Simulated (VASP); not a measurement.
# C (P4/mmm) in VASP: further runs, part 2 of 2

VASP 6.6.1. The steps go on from the part before.

### Step 4. Single point, BLYP

INCAR

```
AGGAC    = 1.0          
AGGAX    = 1.0          
ALDAC    = 0.0          
ALDAX    = 1.0          
ALGO     = Normal         # electronic algorithm
EDIFF    = 1E-6           # SCF threshold, eV
ENCUT    = 520            # plane-wave cutoff, eV
GGA      = B5             # functional
ISIF     = 2              # what is computed and relaxed
ISMEAR   = -1             # smearing method
LASPH    = T              # aspherical terms in the spheres
LCHARG   = F              # write CHGCAR
LREAL    = F              # projectors in reciprocal space
LWAVE    = F              # write WAVECAR
NBANDS   = 8              # bands
NELM     = 80             # most SCF steps
PREC     = Accurate       # precision mode
SIGMA    = 0.05           # smearing width, eV
```

KPOINTS

```
k-points
0
Gamma
  4 4 11
```

POSCAR

```
C
1.0
    4.2551700000      0.0000000000      0.0000000000
    0.0000000000      4.2551700000      0.0000000000
    0.0000000000      0.0000000000      1.2822900000
C
1
Direct
    0.5000000000      0.5000000000      0.5000000000
```

The run is started by

```sh
cat potpaw_PBE.64/C/POTCAR > POTCAR
mpirun -np 1 vasp_std > vasp.out
```

It took 4.2 s on 1 thread of Intel Xeon 6975P-C (Granite Rapids), shared host; peak memory 0.12 GiB.

It converged, with:

* Free energy: -7.7453 eV
* Pressure: 0.4 GPa
* Band gap on the k mesh: zero (band 2 reaches 7.55 eV, above the bottom of band 3 at -6.92 eV)

Stress tensor (GPa, compression positive):
```
-0.31  0.00  0.00
 0.00 -0.31  0.00
 0.00  0.00  1.83
```

Levels at points of the mesh, in eV from the Fermi level:
```tsv
k point	band 1	band 2	band 3	band 4	band 5	band 6
(0.00, 0.00, 0.00)	-17.14	-6.00	-6.00	2.85	7.13	11.71
(0.50, 0.00, 0.00)	-17.10	-6.40	-5.96	5.22	5.43	9.36
(0.50, 0.50, 0.00)	-17.07	-6.33	-6.33	5.09	7.79	7.79
```

Caveat: the k points lie up to 0.45 Å⁻¹ apart; the PAW data sets were made with another functional, which shifts forces and pressure a little.

### Step 5. Single point, PBE+D3(BJ)

This run uses another cell than the first one, of 13.75 Å³/atom, 0.592 times its volume.

INCAR

```
SYSTEM = C
PREC = Accurate
ENCUT = 520
EDIFF = 1E-7
ISMEAR = -1
SIGMA = 0.05
LREAL = .False.
LASPH = .True.
NELM = 80
ALGO = Normal
ISIF = 2
LWAVE = .False.
LCHARG = .False.
GGA = PE
IVDW = 12
NBANDS = 8
```

KPOINTS

```
Automatic mesh
0
Gamma
  6 6 20
  0 0 0
```

POSCAR

```
C
1.0
    3.2747914130      0.0000000000      0.0000000000
    0.0000000000      3.2747914130      0.0000000000
    0.0000000000      0.0000000000      1.2818393911
C
1
Direct
    0.5000000000      0.5000000000      0.5000000000
```

Potentials or basis: VASP PAW PBE potentials, release 64 (C).

The run is started by

```sh
cat potpaw_PBE.64/C/POTCAR > POTCAR
mpirun -np 1 vasp_std > vasp.out
```

OUTCAR:

```text
SYSTEM = C
   PREC = Accurate
   ENCUT = 520
   EDIFF = 1E-7
   ISMEAR = -1
   LREAL = .False.
   LASPH = .True.
   NELM = 80
   ISIF = 2
   GGA = PE
   IVDW = 12
 IVDW          = 12

 ion  position               nearest neighbor table
   1  0.500  0.500  0.500-

  LATTYP: Found a simple tetragonal cell.
 ALAT       =     3.2747914130
 C/A-ratio  =     0.3914262710

  Lattice vectors:

 A1 = (   3.2747914130,   0.0000000000,   0.0000000000)
 A2 = (   0.0000000000,   3.2747914130,   0.0000000000)
 A3 = (   0.0000000000,   0.0000000000,   1.2818393911)

Analysis of symmetry for initial positions (statically):
=====================================================================
 Subroutine PRICEL returns:
 Original cell was already a primitive cell.

 Routine SETGRP: Setting up the symmetry group for a
 simple tetragonal supercell.

 Subroutine GETGRP returns: Found 16 space group operations
 (whereof 16 operations were pure point group operations)
 out of a pool of 16 trial point group operations.

The static configuration has the point symmetry D_4h.

Analysis of symmetry for dynamics (positions and initial velocities):
=====================================================================
 Subroutine PRICEL returns:
 Original cell was already a primitive cell.

 Routine SETGRP: Setting up the symmetry group for a
 simple tetragonal supercell.

 Subroutine GETGRP returns: Found 16 space group operations
 (whereof 16 operations were pure point group operations)
 out of a pool of 16 trial point group operations.

The dynamic configuration has the point symmetry D_4h.

 Subroutine INISYM returns: Found 16 space group operations
 (whereof 16 operations are pure point group operations),
 and found     1 'primitive' translations

----------------------------------------------------------------------------------------

                                     Primitive cell

  volume of cell :      13.7468

  direct lattice vectors                    reciprocal lattice vectors
     3.274791413  0.000000000  0.000000000     0.305362960  0.000000000  0.000000000
     0.000000000  3.274791413  0.000000000     0.000000000  0.305362960  0.000000000
     0.000000000  0.000000000  1.281839391     0.000000000  0.000000000  0.780128936

  length of vectors
     3.274791413  3.274791413  1.281839391     0.305362960  0.305362960  0.780128936

  position of ions in fractional coordinates (direct lattice)
     0.500000000  0.500000000  0.500000000

  ion indices of the primitive-cell ions
   primitive index   ion index
                 1           1

----------------------------------------------------------------------------------------

 KPOINTS: Automatic mesh

Automatic generation of k-mesh.
 Grid dimensions read from file:
 generate k-points for:    6    6   20

 Generating k-lattice:

  Cartesian coordinates                     Fractional coordinates (reciprocal lattice)
     0.050893827  0.000000000  0.000000000     0.166666667  0.000000000  0.000000000
     0.000000000  0.050893827  0.000000000     0.000000000  0.166666667  0.000000000
     0.000000000  0.000000000  0.039006447     0.000000000  0.000000000  0.050000000

  Length of vectors
     0.050893827  0.050893827  0.039006447

  Shift w.r.t. Gamma in fractional coordinates (k-lattice)
     0.000000000  0.000000000  0.000000000

 Subroutine IBZKPT returns following result:
 ===========================================

 Found    110 irreducible k-points:

 Following reciprocal coordinates:
            Coordinates               Weight
  0.000000  0.000000  0.000000      1.000000
  0.166667  0.000000  0.000000      4.000000
  0.333333  0.000000  0.000000      4.000000
  0.500000  0.000000  0.000000      2.000000
  0.166667  0.166667  0.000000      4.000000
  0.333333  0.166667  0.000000      8.000000
[... 16 lines left out ...]
  0.333333  0.000000  0.100000      8.000000
  0.500000  0.000000  0.100000      4.000000
 [... further k-points ...]
   k-points           NKPTS =    110   k-points in BZ     NKDIM =    110   number of bands    NBANDS=      8
   number of dos      NEDOS =    301   number of ions     NIONS =      1
   total plane-waves  NPLWV =   5760
   dimension x,y,z NGX =    24 NGY =   24 NGZ =   10
   dimension x,y,z NGXF=    48 NGYF=   48 NGZF=   20
   ions per type =               1
   NGX,Y,Z   is equivalent  to a cutoff of  12.18, 12.18, 12.97 a.u.
   NGXF,Y,Z  is equivalent  to a cutoff of  24.37, 24.37, 25.94 a.u.
 SYSTEM =  C
   PREC   = accura    normal or accurate (medium, high low for compatibility)
   ISTART =      0    job   : 0-new  1-cont  2-samecut
   ICHARG =      2    charge: 1-file 2-atom 10-const
   ISPIN  =      1    spin polarized calculation?
   LNONCOLLINEAR =      F non collinear calculations
   LSORBIT =      F    spin-orbit coupling
   LASPH  =      T    aspherical Exc in radial PAW
   ENCUT  =  520.0 eV  38.22 Ry    6.18 a.u.   6.09  6.09  2.38*2*pi/ulx,y,z
   NELM   =     80;   NELMIN=  2; NELMDL= -5     # of ELM steps
   EDIFF  = 0.1E-06   stopping-criterion for ELM
   LREAL  =      F    real-space projection
   EDIFFG = 0.1E-05   stopping-criterion for IOM
   NSW    =      0    number of steps for IOM
   IBRION =     -1    ionic relax: 0-MD 1-quasi-New 2-CG
   NFREE  =      0    steps in history (QN), initial steepest desc. (CG)
   ISIF   =      2    stress and relaxation
   ISYM   =      2    0-nonsym 1-usesym 2-fastsym
   POTIM  = 0.5000    time-step for ionic-motion
   TEBEG  =    0.0;   TEEND  =   0.0 temperature during run
   PSTRESS=    0.0 pullay stress
   NELECT =       4.0000    total number of electrons
   NUPDOWN=      -1.0000    fix difference up-down
   EMIN   =  10.00;   EMAX   =-10.00  energy-range for DOS
   EFERMI =   0.00;   METHOD = LEGACY
   ISMEAR =    -1;   SIGMA  =   0.05  broadening in eV -4-tet -1-fermi 0-gaus
   EFERMI_NEDOS =   21; number of points for ismear=-14 and -15
   IALGO  =     38    algorithm
   IMIX   =      4    mixing-type and parameters
     AMIX     =   0.40;   BMIX     =  1.00
     AMIX_MAG =   1.60;   BMIX_MAG =  1.00
  volume/ion in A,a.u.               =      13.75        92.77
  Fermi-wavevector in a.u.,A,eV,Ry     =   1.084829  2.050029 16.012063  1.176853
  Thomas-Fermi vector in A             =   2.220928
   LORBIT       =      0    0 simple, 1 ext, 2 COOP (PROOUT), +10 PAW based schemes
   GGA     = PE    functional components
   LHFCALC =     F    Hartree Fock is set to
   AEXX    =    0.0000 exact exchange contribution
   IVDW    =    12    specifies the selected vdW correction
   LEPSILON=     F    determine dielectric tensor
   LRPA    =     F    only Hartree local field effects (RPA)
 non-spin polarized calculation
  energy-cutoff  :      520.00
  volume of cell :       13.75
 maximum number of plane-waves:       389
   NGX = 13   NGY = 13   NGZ =  5

 number of electron       4.0000000 magnetization

 Free energy of the ion-electron system (eV)
  ---------------------------------------------------
  ext. energy  EPLUGINS =         0.00000000
  ---------------------------------------------------
  free energy    TOTEN  =        -8.22352599 eV

  energy without entropy =       -8.22338600  energy(sigma->0) =       -8.22345600

 E-fermi :   0.6507     XC(G=0):  -8.2660

 val. band max:        0.3982670137   @ k =   0.5000   0.3333   0.2500
 cond. band min:       0.9165308115   @ k =   0.1667   0.1667   0.2500
 fundamental gap:      0.5182637978
 Fermi energy:         0.6506944830

 k-point     1 :       0.0000    0.0000    0.0000
  band No.  band energies     occupation
      1     -15.9634      2.00000
      2      -3.7984      2.00000
      3      -3.7984      2.00000
      4       5.6760      0.00000
      5      10.6384      0.00000
      6      19.9792      0.00000
      7      19.9792      0.00000
      8      20.8380      0.00000
[... 243 lines left out ...]
 k-point    24 :       0.5000    0.0000    0.1000
  band No.  band energies     occupation
      1     -15.0880      2.00000
      2      -4.8633      2.00000
      3      -2.7482      2.00000
      4      10.1805      0.00000
      5      10.8635      0.00000
      6      15.5445      0.00000
      7      21.1069      0.00000
      8      23.6400      0.00000

 [... further k-points ...]

------------------------ aborting loop because EDIFF is reached ----------------------------------------

 Edisp (eV)   -0.11978

 E8    (eV) :    -0.0340

  FORCE on cell =-STRESS in cart. coord.  units (eV):
  Direction    XX          YY          ZZ          XY          YZ          ZX
  --------------------------------------------------------------------------------------
  -------------------------------------------------------------------------------------
  Total      -0.00407    -0.00407    -0.03361     0.00000     0.00000     0.00000
  in kB      -0.47455    -0.47455    -3.91730     0.00000     0.00000     0.00000
  external pressure =       -1.62 kB  Pullay stress =        0.00 kB

 VOLUME and BASIS-vectors are now :
 -----------------------------------------------------------------------------
  energy-cutoff  :      520.00
  volume of cell :       13.75
      direct lattice vectors                 reciprocal lattice vectors
     3.274791413  0.000000000  0.000000000     0.305362960  0.000000000  0.000000000
     0.000000000  3.274791413  0.000000000     0.000000000  0.305362960  0.000000000
     0.000000000  0.000000000  1.281839391     0.000000000  0.000000000  0.780128936

 POSITION                                       TOTAL-FORCE (eV/Angst)
 -----------------------------------------------------------------------------------
      1.63740      1.63740      0.64092         0.000000      0.000000      0.000000
 -----------------------------------------------------------------------------------
    total drift:                                0.000000     -0.000000     -0.000000

  FREE ENERGIE OF THE ION-ELECTRON SYSTEM (eV)
  ---------------------------------------------------
  free  energy   TOTEN  =        -8.3433069553 eV

  energy  without entropy=       -8.3431669628  energy(sigma->0) =       -8.34323696
```

Wall time 3.3 s (1 thread of Intel Xeon 6975P-C (Granite Rapids), shared host); peak memory 0.12 GiB.

What came out:

| Property | Result |
| --- | --- |
| Free energy | -8.3433 eV |
| Pressure | -0.2 GPa |
| Band gap on the k mesh | zero (band 2 reaches 10.18 eV, above the bottom of band 3 at -5.30 eV) |
| Dispersion energy per atom | -0.120 eV |

Caveat: pairwise dispersion overbinds metals, which lowers pressure and volume.

### Step 6. Single point, PBE+D3(BJ)

This run uses another cell than the first one, of 13.84 Å³/atom, 0.596 times its volume.

INCAR

```
PREC = Accurate
ENCUT = 520
EDIFF = 1E-7
ISMEAR = -1
SIGMA = 0.05
LREAL = False
LASPH = True
NELM = 80
ALGO = Normal
ISIF = 2
LWAVE = False
LCHARG = False
GGA = PE
IVDW = 12
NBANDS = 8
```

KPOINTS

```
Automatic mesh
0
Gamma
  6 6 20
```

POSCAR

```
C
1.0
    3.2852684816      0.0000000000      0.0000000000
    0.0000000000      3.2852684816      0.0000000000
    0.0000000000      0.0000000000      1.2820019075
C
1
Direct
    0.5000000000      0.5000000000      0.5000000000
```

Potentials or basis: VASP PAW PBE potentials, release 64 (C).

The run is started by

```sh
cat potpaw_PBE.64/C/POTCAR > POTCAR
mpirun -np 1 vasp_std > vasp.out
```

It took 3.5 s on 1 thread of Intel Xeon 6975P-C (Granite Rapids), shared host; peak memory 0.13 GiB.

Results (log left out):

```
Free energy                : -8.3433 eV
Pressure                   : -0.3 GPa
Band gap on the k mesh     : zero (band 2 reaches 10.13 eV, above the bottom of band 3 at -5.33 eV)
Dispersion energy per atom : -0.119 eV
```

Stress tensor (GPa, compression positive):
```
-0.16  0.00  0.00
 0.00 -0.16  0.00
 0.00  0.00 -0.50
```

Levels at points of the mesh, in eV from the Fermi level:
```
           k point  band 1  band 2  band 3  band 4  band 5  band 6  band 7
(0.00, 0.00, 0.00)  -16.60   -4.46   -4.46    5.00    9.96   19.23   19.23
(0.50, 0.00, 0.00)  -16.25   -6.37   -4.27    8.81    9.29   13.92   19.47
(0.50, 0.50, 0.00)  -15.93   -5.94   -5.94    6.22   14.32   14.32   22.56
(0.00, 0.00, 0.50)   -9.06    8.10   11.54   11.54   24.43   25.14   25.14
(0.50, 0.00, 0.50)   -9.02    8.62   10.73   11.61   20.86   25.70   28.56
(0.50, 0.50, 0.50)   -8.99    9.10   10.88   10.88   21.92   21.92   28.90
```

Caveat: three body term missing; pairwise dispersion overbinds metals, which lowers pressure and volume.

### Step 7. The runs side by side

```tsv
level	cell	k mesh	gap on the mesh (eV)	pressure (GPa)
RPBE	a = 4.255, b = 4.255, c = 1.282 Å, 1 atom	4 × 4 × 11	none	1.6
revPBE	a = 4.255, b = 4.255, c = 1.282 Å, 1 atom	4 × 4 × 11	none	1.4
BLYP	a = 4.255, b = 4.255, c = 1.282 Å, 1 atom	4 × 4 × 11	none	0.4
PBE+D3(BJ)	a = 3.275, b = 3.275, c = 1.282 Å, 1 atom	6 × 6 × 20	none	-0.2
PBE+D3(BJ)	a = 3.285, b = 3.285, c = 1.282 Å, 1 atom	6 × 6 × 20	none	-0.3
```

Alike in all rows: task single point; potentials or basis VASP PAW PBE potentials, release 64 (C); no spin polarisation; cutoff (eV) 520; smearing fermi-dirac 0.05 eV.

Caveats: some runs use coarse meshes; the PAW data sets were made with another functional, which shifts forces and pressure a little (some runs); pairwise dispersion overbinds metals, which lowers pressure and volume (some runs); three body term missing (some runs).

Absolute energies hang on the potentials; compare differences alone.
